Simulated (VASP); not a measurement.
# Ir (I4/mmm) in VASP: a series of runs

Ir is run at these levels: LDA; tasks: single point.

All numbers are computed with VASP 6.6.1; they aren't measurements. Logs are shortened: lines on timing, memory, paths and dates and some standing lists are left out, and cuts for length are marked.

## 1. The cell of the first run

It takes space group I4/mmm (No. 139, tetragonal). The conventional cell has a = 2.419 Å, b = 2.419 Å, c = 4.837 Å, α = 90.00°, β = 90.00°, γ = 90.00°. Ir (site symmetry 4/mmm) has 12 Ir at 2.42 to 2.96 Å within 3.2 Å.

## 2. Single point, LDA

Input file INCAR:

```
PREC = Accurate
ENCUT = 500
EDIFF = 1E-6
ISMEAR = 0
SIGMA = 0.15
LREAL = False
LASPH = True
NELM = 120
ALGO = Normal
ISIF = 2
LWAVE = False
LCHARG = False
GGA = CA
NBANDS = 14
GGA_COMPAT = False
```

Input file KPOINTS:

```
regular mesh
0
Gamma
  8 8 8
```

Input file POSCAR:

```
Ir
1.0
    0.0000000000      1.7103443674      2.4184269355
    1.7103443674      0.0000000000      2.4184269355
    1.7103443674      1.7103443674      0.0000000000
Ir
1
Direct
    0.0000000000      0.0000000000      0.0000000000
```

Potentials or basis: VASP PAW LDA potentials, release 64 (Ir_sv_GW).

Run with:

```bash
$ cat potpaw_LDA.64/Ir_sv_GW/POTCAR > POTCAR
$ mpirun -np 1 vasp_std > vasp.out
```

OUTCAR:

```text
PREC = Accurate
   ENCUT = 500
   EDIFF = 1E-6
   ISMEAR = 0
   LREAL = False
   LASPH = True
   NELM = 120
   ISIF = 2
   GGA = CA

 ion  position               nearest neighbor table
   1  0.000  0.000  0.000-

  LATTYP: Found a body centered tetragonal cell.
 ALAT       =     2.4187922007
 C/A-ratio  =     1.9996979772

  Lattice vectors:

 A1 = (  -1.7103443674,   0.0000000000,   2.4184269355)
 A2 = (   1.7103443674,   0.0000000000,   2.4184269355)
 A3 = (   0.0000000000,   1.7103443674,  -2.4184269355)

Analysis of symmetry for initial positions (statically):
=====================================================================
 Subroutine PRICEL returns:
 Original cell was already a primitive cell.

 Routine SETGRP: Setting up the symmetry group for a
 body centered tetragonal supercell.

 Subroutine GETGRP returns: Found 16 space group operations
 (whereof 16 operations were pure point group operations)
 out of a pool of 16 trial point group operations.

The static configuration has the point symmetry D_4h.

Analysis of symmetry for dynamics (positions and initial velocities):
=====================================================================
 Subroutine PRICEL returns:
 Original cell was already a primitive cell.

 Routine SETGRP: Setting up the symmetry group for a
 body centered tetragonal supercell.

 Subroutine GETGRP returns: Found 16 space group operations
 (whereof 16 operations were pure point group operations)
 out of a pool of 16 trial point group operations.

The dynamic configuration has the point symmetry D_4h.

 Subroutine INISYM returns: Found 16 space group operations
 (whereof 16 operations are pure point group operations),
 and found     1 'primitive' translations

----------------------------------------------------------------------------------------

                                     Primitive cell

  volume of cell :      14.1491

  direct lattice vectors                    reciprocal lattice vectors
     0.000000000  1.710344367  2.418426935    -0.292338788  0.292338788  0.206745961
     1.710344367  0.000000000  2.418426935     0.292338788 -0.292338788  0.206745961
     1.710344367  1.710344367  0.000000000     0.292338788  0.292338788 -0.206745961

  length of vectors
     2.962105112  2.962105112  2.418792201     0.462242173  0.462242173  0.462242173

  position of ions in fractional coordinates (direct lattice)
     0.000000000  0.000000000  0.000000000

  ion indices of the primitive-cell ions
   primitive index   ion index
                 1           1

----------------------------------------------------------------------------------------

 KPOINTS: regular mesh

Automatic generation of k-mesh.
 Grid dimensions read from file:
 generate k-points for:    8    8    8

 Generating k-lattice:

  Cartesian coordinates                     Fractional coordinates (reciprocal lattice)
    -0.036542349  0.036542349  0.025843245     0.125000000  0.000000000  0.000000000
     0.036542349 -0.036542349  0.025843245     0.000000000  0.125000000  0.000000000
     0.036542349  0.036542349 -0.025843245     0.000000000  0.000000000  0.125000000

  Length of vectors
     0.057780272  0.057780272  0.057780272

  Shift w.r.t. Gamma in fractional coordinates (k-lattice)
     0.000000000  0.000000000  0.000000000

 Subroutine IBZKPT returns following result:
 ===========================================

 Found     59 irreducible k-points:

 Following reciprocal coordinates:
            Coordinates               Weight
  0.000000  0.000000  0.000000      1.000000
  0.125000  0.000000  0.000000      8.000000
  0.250000  0.000000  0.000000      8.000000
  0.375000 -0.000000  0.000000      8.000000
  0.500000  0.000000  0.000000      4.000000
  0.125000  0.125000  0.000000      2.000000
[... 16 lines left out ...]
  0.250000 -0.000000  0.125000     16.000000
  0.375000 -0.000000  0.125000     16.000000
 [... further k-points ...]
   k-points           NKPTS =     59   k-points in BZ     NKDIM =     59   number of bands    NBANDS=     14
   number of dos      NEDOS =    301   number of ions     NIONS =      1
   total plane-waves  NPLWV =  10368
   dimension x,y,z NGX =    24 NGY =   24 NGZ =   18
   dimension x,y,z NGXF=    48 NGYF=   48 NGZF=   36
   ions per type =               1
   NGX,Y,Z   is equivalent  to a cutoff of  13.47, 13.47, 12.37 a.u.
   NGXF,Y,Z  is equivalent  to a cutoff of  26.94, 26.94, 24.74 a.u.
 SYSTEM =  unknown system
   PREC   = accura    normal or accurate (medium, high low for compatibility)
   ISTART =      0    job   : 0-new  1-cont  2-samecut
   ICHARG =      2    charge: 1-file 2-atom 10-const
   ISPIN  =      1    spin polarized calculation?
   LNONCOLLINEAR =      F non collinear calculations
   LSORBIT =      F    spin-orbit coupling
   LASPH  =      T    aspherical Exc in radial PAW
   ENCUT  =  500.0 eV  36.75 Ry    6.06 a.u.   5.40  5.40  4.41*2*pi/ulx,y,z
   NELM   =    120;   NELMIN=  2; NELMDL= -5     # of ELM steps
   EDIFF  = 0.1E-05   stopping-criterion for ELM
   LREAL  =      F    real-space projection
   EDIFFG = 0.1E-04   stopping-criterion for IOM
   NSW    =      0    number of steps for IOM
   IBRION =     -1    ionic relax: 0-MD 1-quasi-New 2-CG
   NFREE  =      0    steps in history (QN), initial steepest desc. (CG)
   ISIF   =      2    stress and relaxation
   ISYM   =      2    0-nonsym 1-usesym 2-fastsym
   POTIM  = 0.5000    time-step for ionic-motion
   TEBEG  =    0.0;   TEEND  =   0.0 temperature during run
   PSTRESS=    0.0 pullay stress
   NELECT =      17.0000    total number of electrons
   NUPDOWN=      -1.0000    fix difference up-down
   EMIN   =  10.00;   EMAX   =-10.00  energy-range for DOS
   EFERMI =   0.00;   METHOD = LEGACY
   ISMEAR =     0;   SIGMA  =   0.15  broadening in eV -4-tet -1-fermi 0-gaus
   EFERMI_NEDOS =   21; number of points for ismear=-14 and -15
   IALGO  =     38    algorithm
   IMIX   =      4    mixing-type and parameters
     AMIX     =   0.40;   BMIX     =  1.00
     AMIX_MAG =   1.60;   BMIX_MAG =  1.00
  volume/ion in A,a.u.               =      14.15        95.48
  Fermi-wavevector in a.u.,A,eV,Ry     =   1.740395  3.288869 41.211694  3.028974
  Thomas-Fermi vector in A             =   2.813052
   LORBIT       =      0    0 simple, 1 ext, 2 COOP (PROOUT), +10 PAW based schemes
   GGA     = CA    functional components
   LHFCALC =     F    Hartree Fock is set to
   AEXX    =    0.0000 exact exchange contribution
   IVDW    =     0    specifies the selected vdW correction
   LEPSILON=     F    determine dielectric tensor
   LRPA    =     F    only Hartree local field effects (RPA)
 non-spin polarized calculation
 Gauss-broadening in eV      SIGMA  =   0.15
  energy-cutoff  :      500.00
  volume of cell :       14.15
 maximum number of plane-waves:       381
 NGX is ok and might be reduce to    24
   NGX = 11   NGY = 11   NGZ =  9

 number of electron      17.0000000 magnetization

 Free energy of the ion-electron system (eV)
  ---------------------------------------------------
  ext. energy  EPLUGINS =         0.00000000
  ---------------------------------------------------
  free energy    TOTEN  =        -9.79379289 eV

  energy without entropy =       -9.77849828  energy(sigma->0) =       -9.78614559

 E-fermi :  12.6081     XC(G=0): -14.7163

 val. band max:       12.5304192316   @ k =  -0.2500   0.2500   0.1250
 cond. band min:      12.6250529073   @ k =   0.2500   0.0000   0.0000
 fundamental gap:      0.0946336757
 Fermi energy:        12.6080640144

 k-point     1 :       0.0000    0.0000    0.0000
  band No.  band energies     occupation
      1     -79.7626      2.00000
      2     -36.5548      2.00000
      3     -36.2763      2.00000
      4     -36.2763      2.00000
      5       1.6301      2.00000
      6       5.7133      2.00000
      7       7.8407      2.00000
      8      11.1966      2.00000
      9      11.1966      2.00000
     10      14.2589      0.00000
     11      26.2492      0.00000
     12      28.1693      0.00000
     13      35.0744      0.00000
     14      35.0744      0.00000

 k-point     2 :       0.1250    0.0000    0.0000
  band No.  band energies     occupation
      1     -79.7448      2.00000
      2     -36.5677      2.00000
      3     -36.4778      2.00000
      4     -36.2623      2.00000
      5       2.3446      2.00000
      6       6.1606      2.00000
      7       8.1121      2.00000
      8      10.4562      2.00000
      9      11.4260      2.00000
     10      13.6480      0.00000
     11      27.0684      0.00000
     12      29.3513      0.00000
     13      32.0982      0.00000
     14      36.4805      0.00000

 k-point     3 :       0.2500    0.0000    0.0000
  band No.  band energies     occupation
      1     -79.7037      2.00000
      2     -36.9741      2.00000
      3     -36.5777      2.00000
      4     -36.2325      2.00000
      5       3.8892      2.00000
      6       7.0065      2.00000
      7       8.4347      2.00000
      8      10.4939      2.00000
      9      11.7805      2.00000
     10      12.6251      0.87274
     11      27.1501      0.00000
     12      27.4041      0.00000
     13      32.1856      0.00000
     14      34.7213      0.00000

 k-point     4 :       0.3750   -0.0000    0.0000
  band No.  band energies     occupation
      1     -79.6622      2.00000
      2     -37.4375      2.00000
      3     -36.5974      2.00000
      4     -36.2032      2.00000
      5       4.7434      2.00000
      6       6.7455      2.00000
      7      10.2196      2.00000
      8      11.0329      2.00000
      9      12.7140      0.31780
     10      12.9850      0.00038
     11      23.1369      0.00000
     12      25.2150      0.00000
     13      34.5784      0.00000
     14      34.7948      0.00000

 k-point     5 :       0.5000    0.0000    0.0000
  band No.  band energies     occupation
      1     -79.6452      2.00000
      2     -37.6248      2.00000
      3     -36.6060      2.00000
      4     -36.1909      2.00000
      5       4.7695      2.00000
      6       6.6332      2.00000
      7      10.6407      2.00000
      8      12.3658      1.97762
      9      13.2875      0.00000
     10      13.3692      0.00000
     11      21.4967      0.00000
[... 276 lines left out ...]
 k-point    22 :       0.1250    0.0000    0.1250
  band No.  band energies     occupation
      1     -79.7296      2.00000
      2     -36.5417      2.00000
      3     -36.4800      2.00000
      4     -36.4465      2.00000
      5       2.8172      2.00000
      6       6.7363      2.00000
      7       8.5026      2.00000
      8      10.1459      2.00000
      9      10.8021      2.00000
     10      12.9610      0.00087
     11      28.2480      0.00000
     12      29.8900      0.00000
     13      32.2146      0.00000
     14      35.6140      0.00000

 k-point    23 :       0.2500   -0.0000    0.1250
  band No.  band energies     occupation
      1     -79.6903      2.00000
      2     -36.9444      2.00000
      3     -36.5432      2.00000
      4     -36.4254      2.00000
      5       4.2882      2.00000
      6       7.6780      2.00000
      7       8.5742      2.00000
      8      10.0347      2.00000
      9      11.1038      2.00000
     10      11.8738      2.00000
     11      28.9307      0.00000
     12      29.5493      0.00000
     13      30.9050      0.00000
     14      34.5007      0.00000

 k-point    24 :       0.3750   -0.0000    0.1250
  band No.  band energies     occupation
      1     -79.6486      2.00000
      2     -37.4060      2.00000
      3     -36.5619      2.00000
      4     -36.3930      2.00000
      5       5.4042      2.00000
      6       7.4864      2.00000
      7       8.4845      2.00000
      8      10.4592      2.00000
      9      12.4587      1.84084
     10      13.4061      0.00000
     11      24.7273      0.00000
     12      27.0765      0.00000
     13      31.9785      0.00000
     14      35.1657      0.00000

 [... further k-points ...]

------------------------ aborting loop because EDIFF is reached ----------------------------------------

  FORCE on cell =-STRESS in cart. coord.  units (eV):
  Direction    XX          YY          ZZ          XY          YZ          ZX
  --------------------------------------------------------------------------------------
  -------------------------------------------------------------------------------------
  Total        4.7429471      4.7429471     -3.5109688      0.0000000      0.0000000      0.0000000
  in kB      537.0673735    537.0673735   -397.5643788      0.0000000      0.0000000      0.0000000
  external PRESSURE =     225.5234560 kB  Pullay stress =       0.0000000 kB

 VOLUME and BASIS-vectors are now :
 -----------------------------------------------------------------------------
  energy-cutoff  :      500.00
  volume of cell :       14.15
      direct lattice vectors                 reciprocal lattice vectors
     0.000000000  1.710344367  2.418426935    -0.292338788  0.292338788  0.206745961
     1.710344367  0.000000000  2.418426935     0.292338788 -0.292338788  0.206745961
     1.710344367  1.710344367  0.000000000     0.292338788  0.292338788 -0.206745961

 POSITION                                       TOTAL-FORCE (eV/Angst)
 -----------------------------------------------------------------------------------
      0.00000      0.00000      0.00000        -0.000000      0.000000      0.000000
 -----------------------------------------------------------------------------------
    total drift:                               -0.000000     -0.000000     -0.000000

  FREE ENERGIE OF THE ION-ELECTRON SYSTEM (eV)
  ---------------------------------------------------
  free  energy   TOTEN  =        -9.7937928932 eV

  energy  without entropy=       -9.7784982815  energy(sigma->0) =       -9.78614559
```

Wall time 6.9 s (1 thread of AMD EPYC 9R45 (Zen 5), shared host); peak memory 0.1 GiB.

Results:

```yaml
Free_energy: -9.7938 eV
Pressure: 22.6 GPa
```

Levels at points of the mesh, in eV from the Fermi level:
```csv
k point,band 4,band 5,band 6,band 7,band 8,band 9,band 10,band 11,band 12,band 13
"(0.00, 0.00, 0.00)",-48.88,-10.98,-6.89,-4.77,-1.41,-1.41,1.65,13.64,15.56,22.47
"(0.50, 0.00, 0.00)",-48.80,-7.84,-5.97,-1.97,-0.24,0.68,0.76,8.89,11.30,19.86
"(0.50, 0.50, 0.00)",-48.95,-8.55,-7.81,-1.83,1.24,1.24,2.02,4.95,16.21,16.21
"(0.50, 0.00, 0.50)",-49.09,-8.27,-6.56,-1.54,-0.15,4.49,4.69,9.29,12.28,14.78
```

Caveat: the k points lie up to 0.36 Å⁻¹ apart; spin-orbit coupling is left out, which moves the levels of the heavy elements.

[end of part 1 of 2]
